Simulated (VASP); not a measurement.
Set up this calculation in VASP 6.6.1, as the native input.

| Item | Value |
| --- | --- |
| Task | single point |
| Functional | PBEsol |
| Potentials or basis | VASP PAW PBE potentials, release 64 (Mo_sv, S) |
| Cutoff | 520 eV |
| k mesh | 12 × 12 × 4 |
| Occupations | methfessel-paxton, width 0.111 eV |
| Spin | no spin polarisation |
| Dipole correction | no |
| Further INCAR settings | ALGO = Normal; EDIFF = 1e-07; NBANDS = 35 |

The structure of MoS2 lies in POSCAR:

```
MoS2
1.0
    2.9801760538      0.0000000000      0.0000000000
   -1.4900880269      2.5809081703      0.0000000000
    0.0000000000      0.0000000000     14.3042490228
Mo S
2 4
Direct
    0.3333333333      0.6666666667      0.2500000000
    0.6666666667      0.3333333333      0.7500000000
    0.3333333333      0.6666666667      0.6259932117
    0.6666666667      0.3333333333      0.1259932117
    0.3333333333      0.6666666667      0.8740067883
    0.6666666667      0.3333333333      0.3740067883
```

The input as run:

INCAR

```
PREC = Accurate
ENCUT = 520
EDIFF = 1E-7
ISMEAR = 1
SIGMA = 0.111
LREAL = F
LASPH = T
NELM = 100
ALGO = Normal
ISIF = 2
LWAVE = F
LCHARG = F
GGA = PS
NBANDS = 35
```

KPOINTS

```
Automatic mesh
0
Gamma
  12 12 4
```

Potentials or basis: VASP PAW PBE potentials, release 64 (Mo_sv, S).

Command:

```bash
$ cat potpaw_PBE.64/Mo_sv/POTCAR potpaw_PBE.64/S/POTCAR > POTCAR
$ mpirun -np 1 vasp_std > vasp.out
```

It gave:

```yaml
Pressure: -4.2 GPa
Largest_force: 2.476 eV/Å
Band_gap_on_the_k_mesh: 0.77 eV (least direct gap 1.27 eV)
```

Caveat: the stress differs along the axes, from -26 to 7 GPa; the PAW data sets were made with another functional, which shifts forces and pressure a little; this functional lacks dispersion, which binds layers or chains, so the pressure and a relaxed spacing across them are unreliable.

It took 2.1 min on 1 thread of Intel(R) Xeon(R) 6975P-C (Granite Rapids) (shared host), peak memory 0.34 GiB.
